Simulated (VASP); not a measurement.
# Pt (Fm-3m) in VASP: further runs

The runs below take Pt through single point, with PBE.

Program: VASP 6.6.1. These are calculated values, not measurements. Logs are shortened: lines on timing, memory, paths and dates and some standing lists are left out, and cuts for length are marked.

### 1 The cell of the first run

It takes space group Fm-3m (No. 225, cubic). Conventional cell: a = 3.973 Å, b = 3.973 Å, c = 3.973 Å, α = 90.00°, β = 90.00°, γ = 90.00°. Within 3.7 Å of Pt (site symmetry m-3m) lie 12 Pt at 2.81 Å.

### 2 Single point, PBE, non-collinear spin, zero start, spin-orbit coupling

File INCAR:

```
SYSTEM = Pt
ALGO = Normal
EDIFF = 1E-7
ENCUT = 520
GGA = PE
GGA_COMPAT = .FALSE.
ISIF = 2
ISMEAR = -1
LASPH = .TRUE.
LCHARG = .FALSE.
LMAXMIX = 4
LNONCOLLINEAR = .TRUE.
LORBIT = 11
LORBMOM = .TRUE.
LREAL = .FALSE.
LSORBIT = .TRUE.
LWAVE = .FALSE.
MAGMOM = 0 0 0
NBANDS = 21
NELM = 150
PREC = Accurate
SIGMA = 0.05
```

File KPOINTS:

```
k-points
0
G
  18 18 18
  0 0 0
```

File POSCAR:

```
Pt
1.0
    0.0000000000      1.9864272805      1.9864272805
    1.9864272805      0.0000000000      1.9864272805
    1.9864272805      1.9864272805      0.0000000000
Pt
1
Direct
    0.0000000000      0.0000000000      0.0000000000
```

Potentials or basis: VASP PAW PBE potentials, release 64 (Pt).

Command:

```bash
$ cat potpaw_PBE.64/Pt/POTCAR > POTCAR
$ mpirun -np 1 vasp_ncl > vasp.out
```

OUTCAR:

```text
SYSTEM = Pt
   EDIFF = 1E-7
   ENCUT = 520
   GGA = PE
   ISIF = 2
   ISMEAR = -1
   LASPH = .TRUE.
   LNONCOLLINEAR = .TRUE.
   LORBIT = 11
   LREAL = .FALSE.
   LSORBIT = .TRUE.
   NELM = 150
   PREC = Accurate

 ion  position               nearest neighbor table
   1  0.000  0.000  0.000-

  LATTYP: Found a face centered cubic cell.
 ALAT       =     3.9728545610

  Lattice vectors:

 A1 = (   0.0000000000,   1.9864272805,   1.9864272805)
 A2 = (   1.9864272805,   0.0000000000,   1.9864272805)
 A3 = (   1.9864272805,   1.9864272805,   0.0000000000)

Analysis of symmetry for initial positions (statically):
=====================================================================
 Subroutine PRICEL returns:
 Original cell was already a primitive cell.

 Routine SETGRP: Setting up the symmetry group for a
 face centered cubic supercell.

 Subroutine GETGRP returns: Found 48 space group operations
 (whereof 48 operations were pure point group operations)
 out of a pool of 48 trial point group operations.

The static configuration has the point symmetry O_h .

Analysis of symmetry for dynamics (positions and initial velocities):
=====================================================================
 Subroutine PRICEL returns:
 Original cell was already a primitive cell.

 Routine SETGRP: Setting up the symmetry group for a
 face centered cubic supercell.

 Subroutine GETGRP returns: Found 48 space group operations
 (whereof 48 operations were pure point group operations)
 out of a pool of 48 trial point group operations.

The dynamic configuration has the point symmetry O_h .

Analysis of structural, dynamic, and magnetic symmetry:
=====================================================================
 Subroutine PRICEL returns:
 Original cell was already a primitive cell.

 Routine SETGRP: Setting up the symmetry group for a
 face centered cubic supercell.

 Subroutine GETGRP returns: Found 48 space group operations
 (whereof 48 operations were pure point group operations)
 out of a pool of 48 trial point group operations.

The overall configuration has the point symmetry O_h .

 Subroutine INISYM returns: Found 48 space group operations
 (whereof 48 operations are pure point group operations),
 and found     1 'primitive' translations

----------------------------------------------------------------------------------------

                                     Primitive cell

  volume of cell :      15.6765

  direct lattice vectors                    reciprocal lattice vectors
     0.000000000  1.986427281  1.986427281    -0.251708182  0.251708182  0.251708182
     1.986427281  0.000000000  1.986427281     0.251708182 -0.251708182  0.251708182
     1.986427281  1.986427281  0.000000000     0.251708182  0.251708182 -0.251708182

  length of vectors
     2.809232401  2.809232401  2.809232401     0.435971360  0.435971360  0.435971360

  position of ions in fractional coordinates (direct lattice)
     0.000000000  0.000000000  0.000000000

  ion indices of the primitive-cell ions
   primitive index   ion index
                 1           1

----------------------------------------------------------------------------------------

 KPOINTS: k-points

Automatic generation of k-mesh.
 Grid dimensions read from file:
 generate k-points for:   18   18   18

 Generating k-lattice:

  Cartesian coordinates                     Fractional coordinates (reciprocal lattice)
    -0.013983788  0.013983788  0.013983788     0.055555556  0.000000000  0.000000000
     0.013983788 -0.013983788  0.013983788     0.000000000  0.055555556  0.000000000
     0.013983788  0.013983788 -0.013983788     0.000000000  0.000000000  0.055555556

  Length of vectors
     0.024220631  0.024220631  0.024220631

  Shift w.r.t. Gamma in fractional coordinates (k-lattice)
     0.000000000  0.000000000  0.000000000

 Subroutine IBZKPT returns following result:
 ===========================================

 Found    195 irreducible k-points:

 Following reciprocal coordinates:
            Coordinates               Weight
  0.000000  0.000000  0.000000      1.000000
  0.055556  0.000000  0.000000      8.000000
  0.111111  0.000000  0.000000      8.000000
  0.166667  0.000000  0.000000      8.000000
  0.222222  0.000000  0.000000      8.000000
  0.277778  0.000000  0.000000      8.000000
[... 16 lines left out ...]
 -0.277778  0.055556  0.000000     24.000000
 -0.222222  0.055556  0.000000     24.000000
 [... further k-points ...]
   k-points           NKPTS =    195   k-points in BZ     NKDIM =    195   number of bands    NBANDS=     21
   number of dos      NEDOS =    301   number of ions     NIONS =      1
   total plane-waves  NPLWV =  13824
   dimension x,y,z NGX =    24 NGY =   24 NGZ =   24
   dimension x,y,z NGXF=    48 NGYF=   48 NGZF=   48
   ions per type =               1
   NGX,Y,Z   is equivalent  to a cutoff of  14.20, 14.20, 14.20 a.u.
   NGXF,Y,Z  is equivalent  to a cutoff of  28.41, 28.41, 28.41 a.u.
 SYSTEM =  Pt
   PREC   = accura    normal or accurate (medium, high low for compatibility)
   ISTART =      0    job   : 0-new  1-cont  2-samecut
   ICHARG =      2    charge: 1-file 2-atom 10-const
   ISPIN  =      1    spin polarized calculation?
   LNONCOLLINEAR =      T non collinear calculations
   LSORBIT =      T    spin-orbit coupling
   LASPH  =      T    aspherical Exc in radial PAW
   ENCUT  =  520.0 eV  38.22 Ry    6.18 a.u.   5.22  5.22  5.22*2*pi/ulx,y,z
   NELM   =    150;   NELMIN=  2; NELMDL= -5     # of ELM steps
   EDIFF  = 0.1E-06   stopping-criterion for ELM
   LREAL  =      F    real-space projection
   EDIFFG = 0.1E-05   stopping-criterion for IOM
   NSW    =      0    number of steps for IOM
   IBRION =     -1    ionic relax: 0-MD 1-quasi-New 2-CG
   NFREE  =      0    steps in history (QN), initial steepest desc. (CG)
   ISIF   =      2    stress and relaxation
   ISYM   =      2    0-nonsym 1-usesym 2-fastsym
   POTIM  = 0.5000    time-step for ionic-motion
   TEBEG  =    0.0;   TEEND  =   0.0 temperature during run
   PSTRESS=    0.0 pullay stress
   NELECT =      10.0000    total number of electrons
   NUPDOWN=      -1.0000    fix difference up-down
   EMIN   =  10.00;   EMAX   =-10.00  energy-range for DOS
   EFERMI =   0.00;   METHOD = LEGACY
   ISMEAR =    -1;   SIGMA  =   0.05  broadening in eV -4-tet -1-fermi 0-gaus
   EFERMI_NEDOS =   21; number of points for ismear=-14 and -15
   IALGO  =     38    algorithm
   IMIX   =      4    mixing-type and parameters
     AMIX     =   0.40;   BMIX     =  1.00
     AMIX_MAG =   1.60;   BMIX_MAG =  1.00
  volume/ion in A,a.u.               =      15.68       105.79
  Fermi-wavevector in a.u.,A,eV,Ry     =   1.409263  2.663122 27.021486  1.986023
  Thomas-Fermi vector in A             =   2.531337
   LORBIT       =     11    0 simple, 1 ext, 2 COOP (PROOUT), +10 PAW based schemes
   GGA     = PE    functional components
   LHFCALC =     F    Hartree Fock is set to
   AEXX    =    0.0000 exact exchange contribution
   IVDW    =     0    specifies the selected vdW correction
   LEPSILON=     F    determine dielectric tensor
   LRPA    =     F    only Hartree local field effects (RPA)
  energy-cutoff  :      520.00
  volume of cell :       15.68
 maximum number of plane-waves:       888
 NGX is ok and might be reduce to    24
   NGX = 11   NGY = 11   NGZ = 11

 number of electron      10.0000000 magnetization       0.0000000      0.0000000      0.0000000

 number of electron      10.0000002 magnetization       0.0000000     -0.0000000     -0.0000000

 number of electron      10.0000002 magnetization      -0.0000000      0.0000000      0.0000000

 Free energy of the ion-electron system (eV)
  ---------------------------------------------------
  ext. energy  EPLUGINS =         0.00000000
  ---------------------------------------------------
  free energy    TOTEN  =        -6.50144765 eV

  energy without entropy =       -6.48801170  energy(sigma->0) =       -6.49472967

 E-fermi :  10.6059     XC(G=0): -13.2625

 val. band max:       10.6022199588   @ k =   0.5000   0.1111   0.0000
 cond. band min:      10.6160612027   @ k =   0.4444   0.2222   0.0000
 fundamental gap:      0.0138412439
 Fermi energy:        10.6059051227

 k-point     1 :       0.0000    0.0000    0.0000
  band No.  band energies     occupation
      1       0.7497      1.00000
      2       0.7497      1.00000
      3       6.5122      1.00000
      4       6.5122      1.00000
      5       6.5122      1.00000
      6       6.5122      1.00000
[... 13 lines left out ...]
     20      30.2109      0.00000
     21      35.2255      0.00000

 k-point     2 :       0.0556    0.0000    0.0000
  band No.  band energies     occupation
      1       0.8689      1.00000
      2       0.8689      1.00000
      3       6.5043      1.00000
      4       6.5043      1.00000
      5       6.5399      1.00000
      6       6.5399      1.00000
[... 13 lines left out ...]
     20      30.3879      0.00000
     21      35.9150      0.00000

 k-point     3 :       0.1111    0.0000    0.0000
  band No.  band energies     occupation
      1       1.2164      1.00000
      2       1.2164      1.00000
      3       6.4635      1.00000
      4       6.4635      1.00000
      5       6.6075      1.00000
      6       6.6075      1.00000
[... 13 lines left out ...]
     20      30.9027      0.00000
     21      36.2457      0.00000
[... 457 lines left out ...]
 k-point    23 :      -0.2778    0.0556    0.0000
  band No.  band energies     occupation
      1       3.2652      1.00000
      2       3.2652      1.00000
      3       6.5517      1.00000
      4       6.5517      1.00000
      5       6.7682      1.00000
      6       6.7682      1.00000
[... 13 lines left out ...]
     20      33.3271      0.00000
     21      33.7090      0.00000

 k-point    24 :      -0.2222    0.0556    0.0000
  band No.  band energies     occupation
      1       2.7196      1.00000
      2       2.7196      1.00000
      3       6.3276      1.00000
      4       6.3276      1.00000
      5       6.7332      1.00000
      6       6.7332      1.00000
[... 13 lines left out ...]
     20      32.7370      0.00000
     21      33.9357      0.00000

 [... further k-points ...]

------------------------ aborting loop because EDIFF is reached ----------------------------------------

  FORCE on cell =-STRESS in cart. coord.  units (eV):
  Direction    XX          YY          ZZ          XY          YZ          ZX
  --------------------------------------------------------------------------------------
  -------------------------------------------------------------------------------------
  Total       -0.0143054     -0.0143054     -0.0143054     -0.0000000     -0.0000000     -0.0000000
  in kB       -1.4620516     -1.4620516     -1.4620516     -0.0000000     -0.0000000     -0.0000000
  external PRESSURE =      -1.4620516 kB  Pullay stress =       0.0000000 kB

 VOLUME and BASIS-vectors are now :
 -----------------------------------------------------------------------------
  energy-cutoff  :      520.00
  volume of cell :       15.68
      direct lattice vectors                 reciprocal lattice vectors
     0.000000000  1.986427281  1.986427281    -0.251708182  0.251708182  0.251708182
     1.986427281  0.000000000  1.986427281     0.251708182 -0.251708182  0.251708182
     1.986427281  1.986427281  0.000000000     0.251708182  0.251708182 -0.251708182

 POSITION                                       TOTAL-FORCE (eV/Angst)
 -----------------------------------------------------------------------------------
      0.00000      0.00000      0.00000        -0.000000     -0.000000     -0.000000
 -----------------------------------------------------------------------------------
    total drift:                               -0.000000     -0.000000     -0.000000

  FREE ENERGIE OF THE ION-ELECTRON SYSTEM (eV)
  ---------------------------------------------------
  free  energy   TOTEN  =        -6.5014476507 eV

  energy  without entropy=       -6.4880116960  energy(sigma->0) =       -6.49472967

 orbital moment (x)

 # of ion     p       d       tot
 ----------------------------------------
  1         0.000   0.000   0.000
 ----------------------------------------
            0.000   0.000   0.000

 orbital moment (y)

 # of ion     p       d       tot
 ----------------------------------------
  1        -0.000  -0.000  -0.000
 ----------------------------------------
           -0.000  -0.000  -0.000

 orbital moment (z)

 # of ion     p       d       tot
 ----------------------------------------
  1         0.000   0.000   0.000
 ----------------------------------------
            0.000   0.000   0.000

 Spin-Orbit-Coupling matrix elements

 Ion:    1  E_soc:     -0.7876569
 l=   1
     0.0000000    -0.0316162    -0.0316162
    -0.0316162     0.0000000    -0.0316162
    -0.0316162    -0.0316162     0.0000000
 l=   2
     0.0000000    -0.0175769     0.0000000    -0.0175769    -0.0820830
    -0.0175769     0.0000000    -0.0615622    -0.0175769    -0.0205207
     0.0000000    -0.0615622     0.0000000    -0.0615622     0.0000000
    -0.0175769    -0.0175769    -0.0615622     0.0000000    -0.0205207
    -0.0820830    -0.0205207     0.0000000    -0.0205207     0.0000000
 l=   3
     0.0000000     0.0000000     0.0000000     0.0000000     0.0000000     0.0000000     0.0000000
     0.0000000     0.0000000     0.0000000     0.0000000     0.0000000     0.0000000     0.0000000
     0.0000000     0.0000000     0.0000000     0.0000000     0.0000000     0.0000000     0.0000000
     0.0000000     0.0000000     0.0000000     0.0000000     0.0000000     0.0000000     0.0000000
     0.0000000     0.0000000     0.0000000     0.0000000     0.0000000     0.0000000     0.0000000
     0.0000000     0.0000000     0.0000000     0.0000000     0.0000000     0.0000000     0.0000000
     0.0000000     0.0000000     0.0000000     0.0000000     0.0000000     0.0000000     0.0000000

 total charge

# of ion       s       p       d       tot
------------------------------------------
    1        0.622   0.583   7.997   9.201

 magnetization (x)

# of ion       s       p       d       tot
------------------------------------------
    1        0.000   0.000   0.000   0.000

 magnetization (y)

# of ion       s       p       d       tot
------------------------------------------
    1        0.000   0.000  -0.000  -0.000

 magnetization (z)

# of ion       s       p       d       tot
------------------------------------------
    1       -0.000   0.000   0.000  -0.000
```

Run time: 48 s. Hardware: 1 thread of Intel Xeon 6975P-C (Granite Rapids), shared host; peak memory 0.26 GiB.

Results:

* Free energy: -6.5014 eV
* Pressure: -0.1 GPa
* Net moment: 0.00 μB per cell
* Valence electrons inside the program's atomic spheres: Pt 9.20

Moments on the atoms (μB; x, y, z):
```
Pt  0.00 0.00 0.00
```

(Continued in part 2 of 2.)
